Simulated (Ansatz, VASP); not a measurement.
# NaF in VASP and in Ansatz

POSCAR

```
NaF
1.0
    0.0000000000      2.5312613675      2.5312613675
    2.5312613675      0.0000000000      2.5312613675
    2.5312613675      2.5312613675      0.0000000000
Na F
1 1
Direct
    0.0000000000      0.0000000000      0.0000000000
    0.2500000000      0.2500000000      0.2500000000
```

Contents of INCAR.step1:

```
PREC = Accurate
ENCUT = 520
EDIFF = 1E-5
ISMEAR = 0
SIGMA = 0.01
LREAL = False
LASPH = True
NELM = 100
ALGO = Normal
ISIF = 2
LWAVE = True
NBANDS = 14
GGA = PE
```

The input INCAR.step2:

```
PREC = Accurate
ENCUT = 520
EDIFF = 1E-7
ISMEAR = 0
SIGMA = 0.01
LREAL = False
LASPH = True
NELM = 100
ALGO = Normal
ISIF = 2
LWAVE = False
LCHARG = True
METAGGA = R2SCAN
LHFCALC = True
AEXX = 0.1
LMIXTAU = True
PRECFOCK = Normal
LELF = True
LVHAR = True
NBANDS = 14
ISTART = 1
```

Contents of KPOINTS:

```
Automatic mesh
0
Gamma
  6 6 6
```

Input for Ansatz:

```yaml
crystal:
  lattice:
    - [0.0, 2.5312613675, 2.5312613675]
    - [2.5312613675, 0.0, 2.5312613675]
    - [2.5312613675, 2.5312613675, 0.0]
  atoms:
    - { symbol: Na, position: [0.0, 0.0, 0.0] }
    - { symbol: F, position: [0.25, 0.25, 0.25] }
kpoints:
  mp_grid: { grid: [6, 6, 6] }
  band_path:
    path:
      - [0.0, 0.0, 0.0]
      - [-0.5, -0.5, 0.0]
      - [-0.375, -0.375, 0.25]
      - [-0.375, 0.0, 0.375]
      - [0.0, 0.0, 0.5]
      - [-0.5, -0.25, 0.25]
      - [-0.072917, 0.0, 0.072917]
    npoints: 1
hamiltonian:
  xc: r2scanh
scf:
  occupations: { method: fixed }
  n_extra_bands: 4
output:
  forces: true
  stress: true
  eigenvalues: true
```

Alike in both runs: task single point; functional r2SCANh; k mesh 6 × 6 × 6; no spin polarisation.

|  | VASP | Ansatz |
| --- | --- | --- |
| version | VASP 6.6.1 | Ansatz 0.2.0 |
| potentials or method | VASP PAW PBE potentials, release 64 (Na_pv, F) | plane waves, PAW |
| plane-wave cutoff (eV) | 520 | 500 |
| occupations | gaussian, width 0.01 eV | fixed |
| valence electrons in the cell | 14 | 16 |

Ansatz gave:

| Quantity | Value |
| --- | --- |
| gap on the k mesh at the Fermi level (eV) | 7.27 |
| pressure (GPa) | -0.2 |

Q: Which values does VASP return?

A: gap on the k mesh at the Fermi level (eV): 7.29; pressure (GPa): -0.5.

VASP's potentials were made for PBE, not for r2SCANh. VASP's potentials hold 14 valence electrons a cell and Ansatz's 16, so a difference there can come from the potentials and not from the codes. Ansatz's warnings: stress exchange threshold loose, stress scf threshold loose.
